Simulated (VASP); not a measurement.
# SiC (I-4m2) in VASP: single point with PBE

Aim: the single point of SiC with PBE.

Everything below comes from runs of VASP 6.6.1. Logs are shortened: lines on timing, memory, paths and dates and some standing lists are left out, and cuts for length are marked.

## Step 1: The cell of the first run

The structure is tetragonal, space group I-4m2 (No. 119). Conventional cell: a = 3.250 Å, b = 3.250 Å, c = 4.335 Å, α = 90.00°, β = 90.00°, γ = 90.00°. Si (site symmetry -4m2) has 4 C at 1.95 Å within 2.6 Å. C (site symmetry -4m2) has 4 Si at 1.95 Å within 2.6 Å.

## Step 2: Single point, PBE (strained)

INCAR reads:

```
ALGO = Normal
EDIFF = 1E-6
ENCUT = 520
GGA = PE
ISIF = 2
ISMEAR = 0
LASPH = True
LCHARG = False
LREAL = False
LWAVE = False
NBANDS = 11
NELM = 80
PREC = Accurate
SIGMA = 0.02
```

KPOINTS reads:

```
k-points
0
Gamma
  12 12 12
```

POSCAR reads:

```
SiC
1.0
    0.0000000000      2.2979397400      2.2979397400
    2.1674997400      0.0000000000      2.2979397400
    2.1674997400      2.2979397400      0.0000000000
Si C
1 1
Direct
    0.0000000000      0.0000000000      0.0000000000
    0.7500000000      0.7500000000      0.7500000000
```

Potentials or basis: VASP PAW PBE potentials, release 64 (Si, C).

Run with:

```
$ cat potpaw_PBE.64/Si/POTCAR potpaw_PBE.64/C/POTCAR > POTCAR
$ mpirun -np 1 vasp_std > vasp.out
```

OUTCAR:

```text
EDIFF = 1E-6
   ENCUT = 520
   GGA = PE
   ISIF = 2
   ISMEAR = 0
   LASPH = True
   LREAL = False
   NELM = 80
   PREC = Accurate

 ion  position               nearest neighbor table
   1  0.000  0.000  0.000-   2 1.95   2 1.95   2 1.95   2 1.95
   2  0.750  0.750  0.750-   1 1.95   1 1.95   1 1.95   1 1.95

  LATTYP: Found a body centered tetragonal cell.
 ALAT       =     3.2497775458
 C/A-ratio  =     1.3339372984

  Lattice vectors:

 A1 = (  -2.1674997400,   0.0000000000,  -2.2979397400)
 A2 = (  -2.1674997400,   0.0000000000,   2.2979397400)
 A3 = (   2.1674997400,   2.2979397400,   0.0000000000)

Analysis of symmetry for initial positions (statically):
=====================================================================
 Subroutine PRICEL returns:
 Original cell was already a primitive cell.

 Routine SETGRP: Setting up the symmetry group for a
 body centered tetragonal supercell.

 Subroutine GETGRP returns: Found  8 space group operations
 (whereof  8 operations were pure point group operations)
 out of a pool of 16 trial point group operations.

The static configuration has the point symmetry D_2d.

Analysis of symmetry for dynamics (positions and initial velocities):
=====================================================================
 Subroutine PRICEL returns:
 Original cell was already a primitive cell.

 Routine SETGRP: Setting up the symmetry group for a
 body centered tetragonal supercell.

 Subroutine GETGRP returns: Found  8 space group operations
 (whereof  8 operations were pure point group operations)
 out of a pool of 16 trial point group operations.

The dynamic configuration has the point symmetry D_2d.

 Subroutine INISYM returns: Found  8 space group operations
 (whereof  8 operations are pure point group operations),
 and found     1 'primitive' translations

----------------------------------------------------------------------------------------

                                     Primitive cell

  volume of cell :      22.8911

  direct lattice vectors                    reciprocal lattice vectors
     0.000000000  2.297939740  2.297939740    -0.230680535  0.217586211  0.217586211
     2.167499740  0.000000000  2.297939740     0.230680535 -0.217586211  0.217586211
     2.167499740  2.297939740  0.000000000     0.230680535  0.217586211 -0.217586211

  length of vectors
     3.249777546  3.158889389  3.158889389     0.384579026  0.384579026  0.384579026

  position of ions in fractional coordinates (direct lattice)
     0.000000000  0.000000000  0.000000000
     0.750000000  0.750000000  0.750000000

  ion indices of the primitive-cell ions
   primitive index   ion index
                 1           1
                 2           2

----------------------------------------------------------------------------------------

 KPOINTS: k-points

Automatic generation of k-mesh.
 Grid dimensions read from file:
 generate k-points for:   12   12   12

 Generating k-lattice:

  Cartesian coordinates                     Fractional coordinates (reciprocal lattice)
    -0.019223378  0.018132184  0.018132184     0.083333333 -0.000000000 -0.000000000
     0.019223378 -0.018132184  0.018132184     0.000000000  0.083333333  0.000000000
     0.019223378  0.018132184 -0.018132184     0.000000000  0.000000000  0.083333333

  Length of vectors
     0.032048252  0.032048252  0.032048252

  Shift w.r.t. Gamma in fractional coordinates (k-lattice)
     0.000000000  0.000000000  0.000000000

 Subroutine IBZKPT returns following result:
 ===========================================

 Found    163 irreducible k-points:

 Following reciprocal coordinates:
            Coordinates               Weight
  0.000000  0.000000  0.000000      1.000000
  0.083333  0.000000  0.000000      8.000000
  0.166667 -0.000000 -0.000000      8.000000
  0.250000  0.000000  0.000000      8.000000
  0.333333  0.000000  0.000000      8.000000
  0.416667 -0.000000 -0.000000      8.000000
[... 16 lines left out ...]
  0.500000  0.166667 -0.000000     16.000000
 -0.416667  0.166667  0.000000     16.000000
 [... further k-points ...]
   k-points           NKPTS =    163   k-points in BZ     NKDIM =    163   number of bands    NBANDS=     11
   number of dos      NEDOS =    301   number of ions     NIONS =      2
   total plane-waves  NPLWV =  13824
   dimension x,y,z NGX =    24 NGY =   24 NGZ =   24
   dimension x,y,z NGXF=    48 NGYF=   48 NGZF=   48
   ions per type =               1   1
   NGX,Y,Z   is equivalent  to a cutoff of  12.28, 12.63, 12.63 a.u.
   NGXF,Y,Z  is equivalent  to a cutoff of  24.55, 25.26, 25.26 a.u.
 SYSTEM =  unknown system
   PREC   = accura    normal or accurate (medium, high low for compatibility)
   ISTART =      0    job   : 0-new  1-cont  2-samecut
   ICHARG =      2    charge: 1-file 2-atom 10-const
   ISPIN  =      1    spin polarized calculation?
   LNONCOLLINEAR =      F non collinear calculations
   LSORBIT =      F    spin-orbit coupling
   LASPH  =      T    aspherical Exc in radial PAW
   ENCUT  =  520.0 eV  38.22 Ry    6.18 a.u.   6.04  5.87  5.87*2*pi/ulx,y,z
   NELM   =     80;   NELMIN=  2; NELMDL= -5     # of ELM steps
   EDIFF  = 0.1E-05   stopping-criterion for ELM
   LREAL  =      F    real-space projection
   EDIFFG = 0.1E-04   stopping-criterion for IOM
   NSW    =      0    number of steps for IOM
   IBRION =     -1    ionic relax: 0-MD 1-quasi-New 2-CG
   NFREE  =      0    steps in history (QN), initial steepest desc. (CG)
   ISIF   =      2    stress and relaxation
   ISYM   =      2    0-nonsym 1-usesym 2-fastsym
   POTIM  = 0.5000    time-step for ionic-motion
   TEBEG  =    0.0;   TEEND  =   0.0 temperature during run
   PSTRESS=    0.0 pullay stress
   NELECT =       8.0000    total number of electrons
   NUPDOWN=      -1.0000    fix difference up-down
   EMIN   =  10.00;   EMAX   =-10.00  energy-range for DOS
   EFERMI =   0.00;   METHOD = LEGACY
   ISMEAR =     0;   SIGMA  =   0.02  broadening in eV -4-tet -1-fermi 0-gaus
   EFERMI_NEDOS =   21; number of points for ismear=-14 and -15
   IALGO  =     38    algorithm
   IMIX   =      4    mixing-type and parameters
     AMIX     =   0.40;   BMIX     =  1.00
     AMIX_MAG =   1.60;   BMIX_MAG =  1.00
  volume/ion in A,a.u.               =      11.45        77.24
  Fermi-wavevector in a.u.,A,eV,Ry     =   1.153142  2.179122 18.092157  1.329736
  Thomas-Fermi vector in A             =   2.289788
   LORBIT       =      0    0 simple, 1 ext, 2 COOP (PROOUT), +10 PAW based schemes
   GGA     = PE    functional components
   LHFCALC =     F    Hartree Fock is set to
   AEXX    =    0.0000 exact exchange contribution
   IVDW    =     0    specifies the selected vdW correction
   LEPSILON=     F    determine dielectric tensor
   LRPA    =     F    only Hartree local field effects (RPA)
 non-spin polarized calculation
 Gauss-broadening in eV      SIGMA  =   0.02
  energy-cutoff  :      520.00
  volume of cell :       22.89
 maximum number of plane-waves:       630
   NGX = 13   NGY = 11   NGZ = 11

 number of electron       7.9999999 magnetization

 Free energy of the ion-electron system (eV)
  ---------------------------------------------------
  ext. energy  EPLUGINS =         0.00000000
  ---------------------------------------------------
  free energy    TOTEN  =       -14.92565154 eV

  energy without entropy =      -14.92565154  energy(sigma->0) =      -14.92565154

 E-fermi :   7.3432     XC(G=0): -10.9244

 val. band max:        7.2594117506   @ k =   0.0000   0.0000   0.0000
 cond. band min:       8.1585110287   @ k =   0.0000   0.5000   0.5000
 fundamental gap:      0.8990992781
 Fermi energy:         7.3432306781

 k-point     1 :       0.0000    0.0000    0.0000
  band No.  band energies     occupation
      1      -7.6149      2.00000
      2       6.9067      2.00000
      3       6.9067      2.00000
      4       7.2594      2.00000
      5      12.0557      0.00000
      6      13.5460      0.00000
      7      13.7335      0.00000
      8      13.7335      0.00000
      9      20.1450      0.00000
     10      21.5901      0.00000
     11      21.9950      0.00000

 k-point     2 :       0.0833    0.0000    0.0000
  band No.  band energies     occupation
      1      -7.4894      2.00000
      2       6.2720      2.00000
      3       6.7967      2.00000
      4       7.0921      2.00000
      5      12.3763      0.00000
      6      13.5909      0.00000
      7      13.8808      0.00000
      8      13.9428      0.00000
      9      19.6011      0.00000
     10      20.7093      0.00000
     11      22.3692      0.00000

 k-point     3 :       0.1667   -0.0000   -0.0000
  band No.  band energies     occupation
      1      -7.1174      2.00000
      2       4.7094      2.00000
      3       6.5250      2.00000
      4       6.8809      2.00000
      5      12.3917      0.00000
      6      14.0581      0.00000
      7      14.1296      0.00000
      8      14.6178      0.00000
      9      19.1107      0.00000
     10      19.8100      0.00000
     11      22.1657      0.00000

 k-point     4 :       0.2500    0.0000    0.0000
  band No.  band energies     occupation
      1      -6.5141      2.00000
      2       2.9017      2.00000
      3       6.2057      2.00000
      4       6.6547      2.00000
      5      12.0324      0.00000
      6      14.1163      0.00000
      7      14.4745      0.00000
      8      15.5648      0.00000
      9      19.4967      0.00000
     10      19.6271      0.00000
     11      21.6062      0.00000
[... 239 lines left out ...]
 k-point    22 :       0.4167    0.1667   -0.0000
  band No.  band energies     occupation
      1      -5.0732      2.00000
      2       0.9011      2.00000
      3       4.5916      2.00000
      4       5.4815      2.00000
      5      11.6152      0.00000
      6      13.9278      0.00000
      7      15.7016      0.00000
      8      16.1205      0.00000
      9      19.5611      0.00000
     10      23.0108      0.00000
     11      24.1079      0.00000

 k-point    23 :       0.5000    0.1667   -0.0000
  band No.  band energies     occupation
      1      -4.2871      2.00000
      2      -0.2964      2.00000
      3       4.1461      2.00000
      4       5.5460      2.00000
      5      11.7089      0.00000
      6      13.7495      0.00000
      7      15.6569      0.00000
      8      16.9236      0.00000
      9      20.1580      0.00000
     10      23.1355      0.00000
     11      24.1133      0.00000

 k-point    24 :      -0.4167    0.1667    0.0000
  band No.  band energies     occupation
      1      -4.0908      2.00000
      2      -0.5541      2.00000
      3       3.8669      2.00000
      4       5.7541      2.00000
      5      11.9920      0.00000
      6      13.6707      0.00000
      7      15.4125      0.00000
      8      17.1894      0.00000
      9      20.7809      0.00000
     10      21.7946      0.00000
     11      23.9549      0.00000

 [... further k-points ...]
[... 5 lines left out ...]
  --------------------------------------------------------------------------------------
  -------------------------------------------------------------------------------------
  Total       -0.9842288     -2.8540419     -2.8540419     -0.0000000      0.0000000      0.0000000
  in kB      -68.8874817   -199.7581986   -199.7581986     -0.0000000      0.0000000      0.0000000
  external PRESSURE =    -156.1346263 kB  Pullay stress =       0.0000000 kB

 VOLUME and BASIS-vectors are now :
 -----------------------------------------------------------------------------
  energy-cutoff  :      520.00
  volume of cell :       22.89
      direct lattice vectors                 reciprocal lattice vectors
     0.000000000  2.297939740  2.297939740    -0.230680535  0.217586211  0.217586211
     2.167499740  0.000000000  2.297939740     0.230680535 -0.217586211  0.217586211
     2.167499740  2.297939740  0.000000000     0.230680535  0.217586211 -0.217586211

 POSITION                                       TOTAL-FORCE (eV/Angst)
 -----------------------------------------------------------------------------------
      0.00000      0.00000      0.00000        -0.000000     -0.000000     -0.000000
      3.25125      3.44691      3.44691         0.000000      0.000000      0.000000
 -----------------------------------------------------------------------------------
    total drift:                                0.000000     -0.000000     -0.000000

  FREE ENERGIE OF THE ION-ELECTRON SYSTEM (eV)
  ---------------------------------------------------
  free  energy   TOTEN  =       -14.9256515438 eV

  energy  without entropy=      -14.9256515438  energy(sigma->0) =      -14.92565154
```

It took 15 s on 1 thread of Intel Xeon 6975P-C (Granite Rapids), shared host; peak memory 0.16 GiB.

Results:

```yaml
Free_energy: -14.9257 eV
Pressure: -15.6 GPa
Band_gap_on_the_k_mesh: 0.90 eV, indirect (least direct gap 4.36 eV)
```

Stress tensor (GPa, compression positive):
```
 -6.89   0.00   0.00
  0.00 -19.98   0.00
  0.00   0.00 -19.98
```

Caveat: the cell differs from its parent crystal (strained). A k mesh can miss the band edges.
